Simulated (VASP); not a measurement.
# Sc (P6/mmm) in VASP: further runs

The runs below take Sc through single point, with PBE.

All numbers are computed with VASP 6.6.1; they aren't measurements. Logs are shortened: lines on timing, memory, paths and dates and some standing lists are left out, and cuts for length are marked.

## Step 1: The cell of the first run

It takes space group P6/mmm (No. 191, hexagonal). Conventional cell: a = 4.925 Å, b = 4.925 Å, c = 3.085 Å, α = 90.00°, β = 90.00°, γ = 120.00°. Within 4.1 Å of Sc (site symmetry 6/mmm) lie 14 Sc at 3.09 to 3.24 Å. Sc (site symmetry -6m2) has 11 Sc at 2.84 to 3.24 Å within 3.7 Å.

This isn't the form of Sc at room conditions, which is hcp.

## Step 2: Single point, PBE (21.60 Å³/atom)

The input, INCAR:

```
PREC = Accurate ; ENCUT = 520
EDIFF = 1E-6 ; ISMEAR = -1
SIGMA = 0.1 ; LREAL = False
LASPH = True ; NELM = 100
ALGO = Normal ; ISIF = 2
LWAVE = False ; LCHARG = False
GGA = PE ; NBANDS = 24
```

The input, KPOINTS:

```
regular mesh
0
Gamma
  8 8 11
```

The input, POSCAR:

```
Sc
1.0
    4.9252391767      0.0000000000      0.0000000000
   -2.4626195884      4.2653822468      0.0000000000
    0.0000000000      0.0000000000      3.0850499487
Sc
3
Direct
    1.0000000000      1.0000000000      0.0000000000
    0.3333333333      0.6666666667      0.5000000000
    0.6666666667      0.3333333333      0.5000000000
```

Potentials or basis: VASP PAW PBE potentials, release 64 (Sc_sv).

On the command line:

```
> cat potpaw_PBE.64/Sc_sv/POTCAR > POTCAR
> mpirun -np 1 vasp_std > vasp.out
```

OUTCAR:

```text
PREC = Accurate
   ENCUT = 520
   EDIFF = 1E-6
   ISMEAR = -1
   LREAL = False
   LASPH = True
   NELM = 100
   ISIF = 2
   GGA = PE

 ion  position               nearest neighbor table
   1  0.000  0.000  0.000-   2 3.24   3 3.24   2 3.24   3 3.24   3 3.24   3 3.24   2 3.24   2 3.24
                             3 3.24   3 3.24   2 3.24   2 3.24
   2  0.333  0.667  0.500-   3 2.84   3 2.84   3 2.84   1 3.24   1 3.24   1 3.24   1 3.24   1 3.24
                             1 3.24
   3  0.667  0.333  0.500-   2 2.84   2 2.84   2 2.84   1 3.24   1 3.24   1 3.24   1 3.24   1 3.24
                             1 3.24

  LATTYP: Found a hexagonal cell.
 ALAT       =     4.9252391767
 C/A-ratio  =     0.6263756618

  Lattice vectors:

 A1 = (   4.9252391767,   0.0000000000,   0.0000000000)
 A2 = (  -2.4626195884,   4.2653822468,   0.0000000000)
 A3 = (   0.0000000000,   0.0000000000,   3.0850499487)

Analysis of symmetry for initial positions (statically):
=====================================================================
 Subroutine PRICEL returns:
 Original cell was already a primitive cell.

 Routine SETGRP: Setting up the symmetry group for a
 hexagonal supercell.

 Subroutine GETGRP returns: Found 24 space group operations
 (whereof 24 operations were pure point group operations)
 out of a pool of 24 trial point group operations.

The static configuration has the point symmetry D_6h.

Analysis of symmetry for dynamics (positions and initial velocities):
=====================================================================
 Subroutine PRICEL returns:
 Original cell was already a primitive cell.

 Routine SETGRP: Setting up the symmetry group for a
 hexagonal supercell.

 Subroutine GETGRP returns: Found 24 space group operations
 (whereof 24 operations were pure point group operations)
 out of a pool of 24 trial point group operations.

The dynamic configuration has the point symmetry D_6h.

 Subroutine INISYM returns: Found 24 space group operations
 (whereof 24 operations are pure point group operations),
 and found     1 'primitive' translations

----------------------------------------------------------------------------------------

                                     Primitive cell

  volume of cell :      64.8108

  direct lattice vectors                    reciprocal lattice vectors
     4.925239177  0.000000000  0.000000000     0.203035825  0.117222788  0.000000000
    -2.462619588  4.265382247  0.000000000     0.000000000  0.234445577  0.000000000
     0.000000000  0.000000000  3.085049949     0.000000000  0.000000000  0.324143860

  length of vectors
     4.925239177  4.925239177  3.085049949     0.234445577  0.234445577  0.324143860

  position of ions in fractional coordinates (direct lattice)
     0.000000000  0.000000000  0.000000000
     0.333333333  0.666666667  0.500000000
     0.666666667  0.333333333  0.500000000

  ion indices of the primitive-cell ions
   primitive index   ion index
                 1           1
                 2           2
                 3           3

----------------------------------------------------------------------------------------

 KPOINTS: regular mesh

Automatic generation of k-mesh.
 Grid dimensions read from file:
 generate k-points for:    8    8   11

 Generating k-lattice:

  Cartesian coordinates                     Fractional coordinates (reciprocal lattice)
     0.025379478  0.014652849  0.000000000     0.125000000  0.000000000  0.000000000
     0.000000000  0.029305697  0.000000000     0.000000000  0.125000000  0.000000000
     0.000000000  0.000000000  0.029467624     0.000000000  0.000000000  0.090909091

  Length of vectors
     0.029305697  0.029305697  0.029467624

  Shift w.r.t. Gamma in fractional coordinates (k-lattice)
     0.000000000  0.000000000  0.000000000

 Subroutine IBZKPT returns following result:
 ===========================================

 Found     60 irreducible k-points:

 Following reciprocal coordinates:
            Coordinates               Weight
  0.000000  0.000000  0.000000      1.000000
  0.125000  0.000000  0.000000      6.000000
  0.250000  0.000000  0.000000      6.000000
  0.375000  0.000000  0.000000      6.000000
  0.500000  0.000000  0.000000      3.000000
  0.125000  0.125000  0.000000      6.000000
[... 16 lines left out ...]
  0.250000  0.000000  0.181818     12.000000
  0.375000  0.000000  0.181818     12.000000
 [... further k-points ...]
   k-points           NKPTS =     60   k-points in BZ     NKDIM =     60   number of bands    NBANDS=     24
   number of dos      NEDOS =    301   number of ions     NIONS =      3
   total plane-waves  NPLWV =  38400
   dimension x,y,z NGX =    40 NGY =   40 NGZ =   24
   dimension x,y,z NGXF=    80 NGYF=   80 NGZF=   48
   ions per type =               3
   NGX,Y,Z   is equivalent  to a cutoff of  13.50, 13.50, 12.93 a.u.
   NGXF,Y,Z  is equivalent  to a cutoff of  27.00, 27.00, 25.87 a.u.
 SYSTEM =  unknown system
   PREC   = accura    normal or accurate (medium, high low for compatibility)
   ISTART =      0    job   : 0-new  1-cont  2-samecut
   ICHARG =      2    charge: 1-file 2-atom 10-const
   ISPIN  =      1    spin polarized calculation?
   LNONCOLLINEAR =      F non collinear calculations
   LSORBIT =      F    spin-orbit coupling
   LASPH  =      T    aspherical Exc in radial PAW
   ENCUT  =  520.0 eV  38.22 Ry    6.18 a.u.   9.16  9.16  5.74*2*pi/ulx,y,z
   NELM   =    100;   NELMIN=  2; NELMDL= -5     # of ELM steps
   EDIFF  = 0.1E-05   stopping-criterion for ELM
   LREAL  =      F    real-space projection
   EDIFFG = 0.1E-04   stopping-criterion for IOM
   NSW    =      0    number of steps for IOM
   IBRION =     -1    ionic relax: 0-MD 1-quasi-New 2-CG
   NFREE  =      0    steps in history (QN), initial steepest desc. (CG)
   ISIF   =      2    stress and relaxation
   ISYM   =      2    0-nonsym 1-usesym 2-fastsym
   POTIM  = 0.5000    time-step for ionic-motion
   TEBEG  =    0.0;   TEEND  =   0.0 temperature during run
   PSTRESS=    0.0 pullay stress
   NELECT =      33.0000    total number of electrons
   NUPDOWN=      -1.0000    fix difference up-down
   EMIN   =  10.00;   EMAX   =-10.00  energy-range for DOS
   EFERMI =   0.00;   METHOD = LEGACY
   ISMEAR =    -1;   SIGMA  =   0.10  broadening in eV -4-tet -1-fermi 0-gaus
   EFERMI_NEDOS =   21; number of points for ismear=-14 and -15
   IALGO  =     38    algorithm
   IMIX   =      4    mixing-type and parameters
     AMIX     =   0.40;   BMIX     =  1.00
     AMIX_MAG =   1.60;   BMIX_MAG =  1.00
  volume/ion in A,a.u.               =      21.60       145.79
  Fermi-wavevector in a.u.,A,eV,Ry     =   1.307265  2.470373 23.251566  1.708942
  Thomas-Fermi vector in A             =   2.438011
   LORBIT       =      0    0 simple, 1 ext, 2 COOP (PROOUT), +10 PAW based schemes
   GGA     = PE    functional components
   LHFCALC =     F    Hartree Fock is set to
   AEXX    =    0.0000 exact exchange contribution
   IVDW    =     0    specifies the selected vdW correction
   LEPSILON=     F    determine dielectric tensor
   LRPA    =     F    only Hartree local field effects (RPA)
 non-spin polarized calculation
  energy-cutoff  :      520.00
  volume of cell :       64.81
 maximum number of plane-waves:      1758
 NGX is ok and might be reduce to    40
   NGX = 19   NGY = 19   NGZ = 11

 number of electron      32.9999997 magnetization

 Free energy of the ion-electron system (eV)
  ---------------------------------------------------
  ext. energy  EPLUGINS =         0.00000000
  ---------------------------------------------------
  free energy    TOTEN  =       -18.45392334 eV

  energy without entropy =      -18.27867590  energy(sigma->0) =      -18.36629962

 E-fermi :   4.4260     XC(G=0): -10.4141

 val. band max:        4.4154197982   @ k =   0.1250   0.1250   0.1818
 cond. band min:       4.4262958418   @ k =   0.3750   0.1250   0.4545
 fundamental gap:      0.0108760436
 Fermi energy:         4.4259709372

 k-point     1 :       0.0000    0.0000    0.0000
  band No.  band energies     occupation
      1     -44.6535      2.00000
      2     -44.5197      2.00000
      3     -44.4838      2.00000
      4     -23.4935      2.00000
      5     -23.4935      2.00000
      6     -23.3022      2.00000
[... 16 lines left out ...]
     23       7.1256      0.00000
     24       7.1925      0.00000

 k-point     2 :       0.1250    0.0000    0.0000
  band No.  band energies     occupation
      1     -44.6470      2.00000
      2     -44.5213      2.00000
      3     -44.4889      2.00000
      4     -23.5231      2.00000
      5     -23.5029      2.00000
      6     -23.2676      2.00000
[... 16 lines left out ...]
     23       6.8573      0.00000
     24       6.8730      0.00000

 k-point     3 :       0.2500    0.0000    0.0000
  band No.  band energies     occupation
      1     -44.6288      2.00000
      2     -44.5262      2.00000
      3     -44.5026      2.00000
      4     -23.5738      2.00000
      5     -23.4951      2.00000
      6     -23.2028      2.00000
[... 16 lines left out ...]
     23       6.7809      0.00000
     24       7.2056      0.00000

 k-point     4 :       0.3750    0.0000    0.0000
  band No.  band energies     occupation
      1     -44.6030      2.00000
      2     -44.5383      2.00000
      3     -44.5165      2.00000
      4     -23.6119      2.00000
      5     -23.4431      2.00000
      6     -23.1933      2.00000
[... 16 lines left out ...]
     23       6.9027      0.00000
     24       7.6991      0.00000

 k-point     5 :       0.5000    0.0000    0.0000
  band No.  band energies     occupation
      1     -44.5836      2.00000
      2     -44.5539      2.00000
      3     -44.5205      2.00000
      4     -23.6257      2.00000
      5     -23.3826      2.00000
      6     -23.2731      2.00000
[... 451 lines left out ...]
 k-point    22 :       0.1250    0.0000    0.1818
  band No.  band energies     occupation
      1     -44.6303      2.00000
      2     -44.5146      2.00000
      3     -44.4779      2.00000
      4     -23.5018      2.00000
      5     -23.4827      2.00000
      6     -23.2597      2.00000
[... 16 lines left out ...]
     23       6.7727      0.00000
     24       6.9493      0.00000

 k-point    23 :       0.2500    0.0000    0.1818
  band No.  band energies     occupation
      1     -44.6132      2.00000
      2     -44.5183      2.00000
      3     -44.4916      2.00000
      4     -23.5442      2.00000
      5     -23.4738      2.00000
      6     -23.2398      2.00000
[... 16 lines left out ...]
     23       6.8334      0.00000
     24       7.1241      0.00000

 k-point    24 :       0.3750    0.0000    0.1818
  band No.  band energies     occupation
      1     -44.5892      2.00000
      2     -44.5273      2.00000
      3     -44.5068      2.00000
      4     -23.5774      2.00000
      5     -23.4339      2.00000
      6     -23.2491      2.00000
[... 16 lines left out ...]
     23       6.9646      0.00000
     24       7.4983      0.00000

 [... further k-points ...]

------------------------ aborting loop because EDIFF is reached ----------------------------------------

  FORCE on cell =-STRESS in cart. coord.  units (eV):
  Direction    XX          YY          ZZ          XY          YZ          ZX
  --------------------------------------------------------------------------------------
  -------------------------------------------------------------------------------------
  Total        3.3487451      3.3487451      3.3980374     -0.0000000     -0.0000000      0.0000000
  in kB       82.7837671     82.7837671     84.0023140     -0.0000000     -0.0000000      0.0000000
  external PRESSURE =      83.1899494 kB  Pullay stress =       0.0000000 kB

 VOLUME and BASIS-vectors are now :
 -----------------------------------------------------------------------------
  energy-cutoff  :      520.00
  volume of cell :       64.81
      direct lattice vectors                 reciprocal lattice vectors
     4.925239177  0.000000000  0.000000000     0.203035825  0.117222788  0.000000000
    -2.462619588  4.265382247  0.000000000     0.000000000  0.234445577  0.000000000
     0.000000000  0.000000000  3.085049949     0.000000000  0.000000000  0.324143860

 POSITION                                       TOTAL-FORCE (eV/Angst)
 -----------------------------------------------------------------------------------
      0.00000      0.00000      0.00000        -0.000000      0.000000      0.000000
     -0.00000      2.84359      1.54252         0.000000      0.000000     -0.000000
      2.46262      1.42179      1.54252        -0.000000      0.000000      0.000000
 -----------------------------------------------------------------------------------
    total drift:                                0.000000      0.000000      0.000000

  FREE ENERGIE OF THE ION-ELECTRON SYSTEM (eV)
  ---------------------------------------------------
  free  energy   TOTEN  =       -18.4539233394 eV

  energy  without entropy=      -18.2786758991  energy(sigma->0) =      -18.36629962
```

Run time: 2.1 min. Hardware: 1 thread of Intel Xeon 8259CL, shared host; peak memory 0.22 GiB.

Results:

```
Free energy            : -18.4539 eV
Pressure               : 8.3 GPa
Band gap on the k mesh : zero (an odd number of electrons rules out a gap without spin polarisation)
```

Stress tensor (GPa, compression positive):
```
8.28 0.00 0.00
0.00 8.28 0.00
0.00 0.00 8.40
```

Levels at points of the mesh, in eV from the Fermi level:
```tsv
k point	band 14	band 15	band 16	band 17	band 18	band 19
(0.00, 0.00, 0.00)	-0.94	0.01	0.01	0.05	0.05	0.81
(0.50, 0.00, 0.00)	-3.00	-1.74	0.47	0.63	0.67	1.07
```

Caveat: the cell stands under pressure.

(Continued in part 2 of 2.)
